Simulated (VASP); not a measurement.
# Mg (Fm-3m) in VASP: a series of runs

Mg is run at these levels: PBEsol; tasks: single point, relaxation of volume and atoms at fixed shape.

All numbers are computed with VASP 6.6.1; they aren't measurements. Logs are shortened: lines on timing, memory, paths and dates and some standing lists are left out, and cuts for length are marked.

## Step 1: The cell of the first run

The structure is cubic, space group Fm-3m (No. 225). Conventional cell: a = 4.491 Å, b = 4.491 Å, c = 4.491 Å, α = 90.00°, β = 90.00°, γ = 90.00°. Within 4.2 Å of Mg (site symmetry m-3m) lie 12 Mg at 3.18 Å.

## Step 2: Single point, PBEsol

Contents of INCAR:

```
SYSTEM = Mg
PREC     = Accurate       ! precision mode
ENCUT    = 520            ! plane-wave cutoff, eV
EDIFF    = 1E-6           ! SCF threshold, eV
ISMEAR   = -1             ! smearing method
SIGMA    = 0.1            ! smearing width, eV
LREAL    = .FALSE.        ! projectors in reciprocal space
LASPH    = .TRUE.         ! aspherical terms in the spheres
NELM     = 80             ! most SCF steps
ALGO     = Normal         ! electronic algorithm
ISIF     = 2              ! what is computed and relaxed
LWAVE    = .FALSE.        ! write WAVECAR
LCHARG   = .FALSE.        ! write CHGCAR
GGA      = PS             ! functional
NBANDS   = 12             ! bands
```

Contents of KPOINTS:

```
regular mesh
0
G
  6 6 6
  0 0 0
```

Contents of POSCAR:

```
Mg
1.0
    4.4914225607      0.0000000000      0.0000000000
    0.0000000000      4.4914225607      0.0000000000
    0.0000000000      0.0000000000      4.4914225607
Mg
4
Direct
    0.0000000000      0.0000000000      0.0000000000
    0.0000000000      0.5000000000      0.5000000000
    0.5000000000      0.0000000000      0.5000000000
    0.5000000000      0.5000000000      0.0000000000
```

Potentials or basis: VASP PAW PBE potentials, release 64 (Mg).

On the command line:

```console
$ cat potpaw_PBE.64/Mg/POTCAR > POTCAR
$ mpirun -np 1 vasp_std > vasp.out
```

OUTCAR:

```text
SYSTEM = Mg
   PREC = Accurate
   ENCUT = 520
   EDIFF = 1E-6
   ISMEAR = -1
   LREAL = .FALSE.
   LASPH = .TRUE.
   NELM = 80
   ISIF = 2
   GGA = PS

 ion  position               nearest neighbor table
   1  0.000  0.000  0.000-   2 3.18   3 3.18   4 3.18   2 3.18   3 3.18   2 3.18   4 3.18   2 3.18
                             3 3.18   4 3.18   3 3.18   4 3.18
   2  0.000  0.500  0.500-   1 3.18   3 3.18   4 3.18   1 3.18   4 3.18   1 3.18   3 3.18   1 3.18
                             3 3.18   4 3.18   4 3.18   3 3.18
   3  0.500  0.000  0.500-   1 3.18   2 3.18   4 3.18   1 3.18   4 3.18   2 3.18   4 3.18   4 3.18
                             1 3.18   2 3.18   1 3.18   2 3.18
   4  0.500  0.500  0.000-   1 3.18   2 3.18   3 3.18   2 3.18   3 3.18   1 3.18   3 3.18   3 3.18
                             1 3.18   2 3.18   2 3.18   1 3.18

  LATTYP: Found a simple cubic cell.
 ALAT       =     4.4914225607

  Lattice vectors:

 A1 = (   4.4914225607,   0.0000000000,   0.0000000000)
 A2 = (   0.0000000000,   4.4914225607,   0.0000000000)
 A3 = (   0.0000000000,   0.0000000000,   4.4914225607)

Analysis of symmetry for initial positions (statically):
=====================================================================
 Subroutine PRICEL returns following result:

  LATTYP: Found a face centered cubic cell.
 ALAT       =     4.4914225607

  Lattice vectors:

 A1 = (   2.2457112804,  -2.2457112804,   0.0000000000)
 A2 = (   2.2457112804,   0.0000000000,   2.2457112803)
 A3 = (   0.0000000000,  -2.2457112804,   2.2457112804)

   4 primitive cells build up your supercell.

 Routine SETGRP: Setting up the symmetry group for a
 simple cubic supercell.

 Subroutine GETGRP returns: Found 48 space group operations
 (whereof 48 operations were pure point group operations)
 out of a pool of 48 trial point group operations.

The static configuration has the point symmetry O_h .

Analysis of symmetry for dynamics (positions and initial velocities):
=====================================================================
 Subroutine PRICEL returns following result:

  LATTYP: Found a face centered cubic cell.
 ALAT       =     4.4914225607

  Lattice vectors:

 A1 = (   2.2457112804,  -2.2457112804,   0.0000000000)
 A2 = (   2.2457112804,   0.0000000000,   2.2457112803)
 A3 = (   0.0000000000,  -2.2457112804,   2.2457112804)

   4 primitive cells build up your supercell.

 Routine SETGRP: Setting up the symmetry group for a
 simple cubic supercell.

 Subroutine GETGRP returns: Found 48 space group operations
 (whereof 48 operations were pure point group operations)
 out of a pool of 48 trial point group operations.

The dynamic configuration has the point symmetry O_h .

 Subroutine INISYM returns: Found 48 space group operations
 (whereof 48 operations are pure point group operations),
 and found     4 'primitive' translations

----------------------------------------------------------------------------------------

                                     Primitive cell

  volume of cell :      22.6512

  direct lattice vectors                    reciprocal lattice vectors
     2.245711280 -2.245711280  0.000000000     0.222646608 -0.222646608 -0.222646608
     2.245711280  0.000000000  2.245711280     0.222646608  0.222646608  0.222646608
     0.000000000 -2.245711280  2.245711280    -0.222646608 -0.222646608  0.222646608

  length of vectors
     3.175915350  3.175915350  3.175915350     0.385635238  0.385635238  0.385635238

  position of ions in fractional coordinates (direct lattice)
     0.000000000  0.000000000  0.000000000

  ion indices of the primitive-cell ions
   primitive index   ion index
                 1           1

----------------------------------------------------------------------------------------

 KPOINTS: regular mesh

Automatic generation of k-mesh.
 Grid dimensions read from file:
 generate k-points for:    6    6    6

 Generating k-lattice:

  Cartesian coordinates                     Fractional coordinates (reciprocal lattice)
     0.037107768  0.000000000  0.000000000     0.166666667  0.000000000  0.000000000
     0.000000000  0.037107768  0.000000000     0.000000000  0.166666667  0.000000000
     0.000000000  0.000000000  0.037107768     0.000000000  0.000000000  0.166666667

  Length of vectors
     0.037107768  0.037107768  0.037107768

  Shift w.r.t. Gamma in fractional coordinates (k-lattice)
     0.000000000  0.000000000  0.000000000

 Subroutine IBZKPT returns following result:
 ===========================================

 Found     20 irreducible k-points:

 Following reciprocal coordinates:
            Coordinates               Weight
  0.000000  0.000000  0.000000      1.000000
  0.166667  0.000000  0.000000      6.000000
  0.333333  0.000000  0.000000      6.000000
  0.500000  0.000000  0.000000      3.000000
  0.166667  0.166667  0.000000     12.000000
  0.333333  0.166667  0.000000     24.000000
[... 12 lines left out ...]
  0.500000  0.500000  0.333333      6.000000
  0.500000  0.500000  0.500000      1.000000
   k-points           NKPTS =     20   k-points in BZ     NKDIM =     20   number of bands    NBANDS=     12
   number of dos      NEDOS =    301   number of ions     NIONS =      4
   total plane-waves  NPLWV =  46656
   dimension x,y,z NGX =    36 NGY =   36 NGZ =   36
   dimension x,y,z NGXF=    72 NGYF=   72 NGZF=   72
   ions per type =               4
   NGX,Y,Z   is equivalent  to a cutoff of  13.33, 13.33, 13.33 a.u.
   NGXF,Y,Z  is equivalent  to a cutoff of  26.65, 26.65, 26.65 a.u.
 SYSTEM =  Mg
   PREC   = accura    normal or accurate (medium, high low for compatibility)
   ISTART =      0    job   : 0-new  1-cont  2-samecut
   ICHARG =      2    charge: 1-file 2-atom 10-const
   ISPIN  =      1    spin polarized calculation?
   LNONCOLLINEAR =      F non collinear calculations
   LSORBIT =      F    spin-orbit coupling
   LASPH  =      T    aspherical Exc in radial PAW
   ENCUT  =  520.0 eV  38.22 Ry    6.18 a.u.   8.35  8.35  8.35*2*pi/ulx,y,z
   NELM   =     80;   NELMIN=  2; NELMDL= -5     # of ELM steps
   EDIFF  = 0.1E-05   stopping-criterion for ELM
   LREAL  =      F    real-space projection
   EDIFFG = 0.1E-04   stopping-criterion for IOM
   NSW    =      0    number of steps for IOM
   IBRION =     -1    ionic relax: 0-MD 1-quasi-New 2-CG
   NFREE  =      0    steps in history (QN), initial steepest desc. (CG)
   ISIF   =      2    stress and relaxation
   ISYM   =      2    0-nonsym 1-usesym 2-fastsym
   POTIM  = 0.5000    time-step for ionic-motion
   TEBEG  =    0.0;   TEEND  =   0.0 temperature during run
   PSTRESS=    0.0 pullay stress
   NELECT =       8.0000    total number of electrons
   NUPDOWN=      -1.0000    fix difference up-down
   EMIN   =  10.00;   EMAX   =-10.00  energy-range for DOS
   EFERMI =   0.00;   METHOD = LEGACY
   ISMEAR =    -1;   SIGMA  =   0.10  broadening in eV -4-tet -1-fermi 0-gaus
   EFERMI_NEDOS =   21; number of points for ismear=-14 and -15
   IALGO  =     38    algorithm
   IMIX   =      4    mixing-type and parameters
     AMIX     =   0.40;   BMIX     =  1.00
     AMIX_MAG =   1.60;   BMIX_MAG =  1.00
  volume/ion in A,a.u.               =      22.65       152.86
  Fermi-wavevector in a.u.,A,eV,Ry     =   0.728989  1.377589  7.230473  0.531425
  Thomas-Fermi vector in A             =   1.820599
   LORBIT       =      0    0 simple, 1 ext, 2 COOP (PROOUT), +10 PAW based schemes
   GGA     = PS    functional components
   LHFCALC =     F    Hartree Fock is set to
   AEXX    =    0.0000 exact exchange contribution
   IVDW    =     0    specifies the selected vdW correction
   LEPSILON=     F    determine dielectric tensor
   LRPA    =     F    only Hartree local field effects (RPA)
 non-spin polarized calculation
  energy-cutoff  :      520.00
  volume of cell :       90.60
 maximum number of plane-waves:      2469
 NGX is ok and might be reduce to    36
   NGX = 17   NGY = 17   NGZ = 17

 number of electron       8.0000000 magnetization

 Free energy of the ion-electron system (eV)
  ---------------------------------------------------
  ext. energy  EPLUGINS =         0.00000000
  ---------------------------------------------------
  free energy    TOTEN  =        -6.86660343 eV

  energy without entropy =       -6.79802223  energy(sigma->0) =       -6.83231283

 E-fermi :   2.6285     XC(G=0):  -8.5769

 val. band max:        2.6114691419   @ k =   0.1667   0.0000   0.0000
 cond. band min:       2.7974031137   @ k =   0.1667   0.1667   0.0000
 fundamental gap:      0.1859339717
 Fermi energy:         2.6285275904

 k-point     1 :       0.0000    0.0000    0.0000
  band No.  band energies     occupation
      1      -4.3264      2.00000
      2       2.4257      1.76746
      3       2.4257      1.76746
      4       2.4257      1.76746
      5       3.4549      0.00052
      6       3.4549      0.00052
      7       3.4549      0.00052
      8       8.7661      0.00000
      9       8.7661      0.00000
     10       8.7661      0.00000
     11       9.6583      0.00000
     12       9.6583      0.00000

 k-point     2 :       0.1667    0.0000    0.0000
  band No.  band energies     occupation
      1      -4.1187      2.00000
      2       0.7172      2.00000
      3       2.6115      1.08509
      4       2.6115      1.08509
      5       3.6430      0.00008
      6       3.6430      0.00008
      7       5.5073      0.00000
      8       7.0850      0.00000
      9       7.0850      0.00000
     10       8.5760      0.00000
     11       8.5760      0.00000
     12       8.9698      0.00000

 k-point     3 :       0.3333    0.0000    0.0000
  band No.  band energies     occupation
      1      -3.4986      2.00000
      2      -1.0593      2.00000
      3       3.1695      0.00891
      4       3.1695      0.00891
      5       4.1623      0.00000
      6       4.1623      0.00000
      7       5.4089      0.00000
      8       5.4089      0.00000
      9       7.0707      0.00000
     10       7.0707      0.00000
     11       8.3110      0.00000
     12       9.5798      0.00000
[... 226 lines left out ...]
 k-point    19 :       0.5000    0.5000    0.3333
  band No.  band energies     occupation
      1       0.1308      2.00000
      2       0.1308      2.00000
      3       0.1308      2.00000
      4       0.1308      2.00000
      5       2.5385      1.42198
      6       2.5385      1.42198
      7       2.5385      1.42198
      8       2.5385      1.42198
      9      11.7256      0.00000
     10      11.7256      0.00000
     11      11.7256      0.00000
     12      11.7256      0.00000

 k-point    20 :       0.5000    0.5000    0.5000
  band No.  band energies     occupation
      1       0.9219      2.00000
      2       0.9219      2.00000
      3       0.9219      2.00000
      4       0.9219      2.00000
      5       1.3680      1.99999
      6       1.3680      1.99999
      7       1.3680      1.99999
      8       1.3680      1.99999
      9      13.9757      0.00000
     10      13.9757      0.00000
     11      13.9757      0.00000
     12      13.9757      0.00000

------------------------ aborting loop because EDIFF is reached ----------------------------------------

  FORCE on cell =-STRESS in cart. coord.  units (eV):
  Direction    XX          YY          ZZ          XY          YZ          ZX
  --------------------------------------------------------------------------------------
  -------------------------------------------------------------------------------------
  Total       -0.0244577     -0.0244577     -0.0244577      0.0000000      0.0000000     -0.0000000
  in kB       -0.4324890     -0.4324890     -0.4324890      0.0000000      0.0000000     -0.0000000
  external PRESSURE =      -0.4324890 kB  Pullay stress =       0.0000000 kB

 VOLUME and BASIS-vectors are now :
 -----------------------------------------------------------------------------
  energy-cutoff  :      520.00
  volume of cell :       90.60
      direct lattice vectors                 reciprocal lattice vectors
     4.491422561  0.000000000  0.000000000     0.222646608  0.000000000  0.000000000
     0.000000000  4.491422561  0.000000000     0.000000000  0.222646608  0.000000000
     0.000000000  0.000000000  4.491422561     0.000000000  0.000000000  0.222646608

 POSITION                                       TOTAL-FORCE (eV/Angst)
 -----------------------------------------------------------------------------------
      0.00000      0.00000      0.00000        -0.000000      0.000000     -0.000000
      0.00000      2.24571      2.24571         0.000000     -0.000000      0.000000
      2.24571      0.00000      2.24571         0.000000      0.000000      0.000000
      2.24571      2.24571      0.00000        -0.000000     -0.000000     -0.000000
 -----------------------------------------------------------------------------------
    total drift:                               -0.000000     -0.000000     -0.000000

  FREE ENERGIE OF THE ION-ELECTRON SYSTEM (eV)
  ---------------------------------------------------
  free  energy   TOTEN  =        -6.8666034302 eV

  energy  without entropy=       -6.7980222260  energy(sigma->0) =       -6.83231283
```

It took 22 s on 1 thread of AMD EPYC 7R43 (Zen 3), shared host; peak memory 0.17 GiB.

What came out:

| Quantity | Value |
| --- | --- |
| Free energy | -6.8666 eV |
| Pressure | 0.0 GPa |
| Band gap on the k mesh | zero (band 4 reaches 4.10 eV, above the bottom of band 5 at 1.37 eV) |

Levels at points of the mesh, in eV from the Fermi level:
```tsv
k point	band 2	band 3	band 4	band 5	band 6	band 7
(0.00, 0.00, 0.00)	-0.20	-0.20	-0.20	0.83	0.83	0.83
(0.50, 0.00, 0.00)	-5.10	1.47	1.47	1.47	1.47	1.99
(0.50, 0.50, 0.00)	-3.29	-3.29	-3.29	3.16	3.16	3.16
(0.50, 0.50, 0.50)	-1.71	-1.71	-1.71	-1.26	-1.26	-1.26
```

Caveat: the PAW data sets were made with another functional, which shifts forces and pressure a little.

## Step 3: Relaxation of volume and atoms at fixed shape, PBEsol

This run uses another cell than the first one, of 23.24 Å³/atom, 1.026 times its volume.

Contents of INCAR:

```
SYSTEM = Mg
PREC     = Accurate       ! precision mode
ENCUT    = 600            ! plane-wave cutoff, eV
EDIFF    = 1E-6           ! SCF threshold, eV
ISMEAR   = -1             ! smearing method
SIGMA    = 0.1            ! smearing width, eV
LREAL    = .FALSE.        ! projectors in reciprocal space
LASPH    = .TRUE.         ! aspherical terms in the spheres
NELM     = 80             ! most SCF steps
ALGO     = Normal         ! electronic algorithm
ISIF     = 8              ! what is computed and relaxed
LWAVE    = .FALSE.        ! write WAVECAR
LCHARG   = .FALSE.        ! write CHGCAR
GGA      = PS             ! functional
IBRION   = 2              ! ionic algorithm
NSW      = 80             ! ionic steps
EDIFFG   = -0.01          ! ionic threshold
```

Contents of KPOINTS:

```
Automatic mesh
0
G
  6 6 6
  0 0 0
```

Contents of POSCAR:

```
Mg
1.0
    4.5300000000      0.0000000000      0.0000000000
    0.0000000000      4.5300000000      0.0000000000
    0.0000000000      0.0000000000      4.5300000000
Mg
4
Direct
    0.0000000000      0.0000000000      0.0000000000
    0.0000000000      0.5000000000      0.5000000000
    0.5000000000      0.0000000000      0.5000000000
    0.5000000000      0.5000000000      0.0000000000
```

Potentials or basis: VASP PAW PBE potentials, release 64 (Mg).

On the command line:

```console
$ cat potpaw_PBE.64/Mg/POTCAR > POTCAR
$ mpirun -np 1 vasp_std > vasp.out
```

Wall time 36 s (1 thread of AMD EPYC 7R43 (Zen 3), shared host); peak memory 0.18 GiB.

The run converged. Its results:

| Property | Result |
| --- | --- |
| Free energy | -6.8670 eV |
| Relaxed volume | 22.63 Å³/atom |
| Relaxed cell | a = 4.490 Å, b = 4.490 Å, c = 4.490 Å, α = 90.00°, β = 90.00°, γ = 90.00° |
| Space group after relaxing (to 0.05 Å) | Fm-3m (No. 225) |
| Energy gained by relaxing | 1.8 meV/atom |
| Ionic steps | 3 |
| Pressure after relaxing | 0.0 GPa |

Step by step:
```csv
step,energy change (eV),largest force (eV/Å),pressure (GPa),volume (Å³)
1,0.0000,0.0000,-0.94,92.96
2,-0.0069,0.0000,-0.26,91.14
3,-0.0074,0.0000,0.00,90.50
```

Final structure:
```
CELL_PARAMETERS angstrom
4.48969 0.00000 0.00000
0.00000 4.48969 0.00000
0.00000 0.00000 4.48969
ATOMIC_POSITIONS crystal
Mg 0.00000 0.00000 0.00000
Mg 0.00000 0.50000 0.50000
Mg 0.50000 0.00000 0.50000
Mg 0.50000 0.50000 0.00000
```

Levels at points of the mesh, in eV from the Fermi level:
| k point | band 1 | band 2 | band 3 | band 4 | band 5 | band 6 | band 7 | band 8 |
| --- | --- | --- | --- | --- | --- | --- | --- | --- |
| (0.00, 0.00, 0.00) | -6.96 | -0.20 | -0.20 | -0.20 | 0.83 | 0.83 | 0.83 | 6.14 |
| (0.50, 0.00, 0.00) | -5.11 | -5.11 | 1.47 | 1.47 | 1.47 | 1.47 | 1.99 | 1.99 |
| (0.50, 0.50, 0.00) | -3.29 | -3.29 | -3.29 | -3.29 | 3.16 | 3.16 | 3.16 | 3.16 |
| (0.50, 0.50, 0.50) | -1.71 | -1.71 | -1.71 | -1.71 | -1.26 | -1.26 | -1.26 | -1.26 |

Caveat: the bands computed are all filled at some k points, so no gap is given; the PAW data sets were made with another functional, which shifts forces and pressure a little.
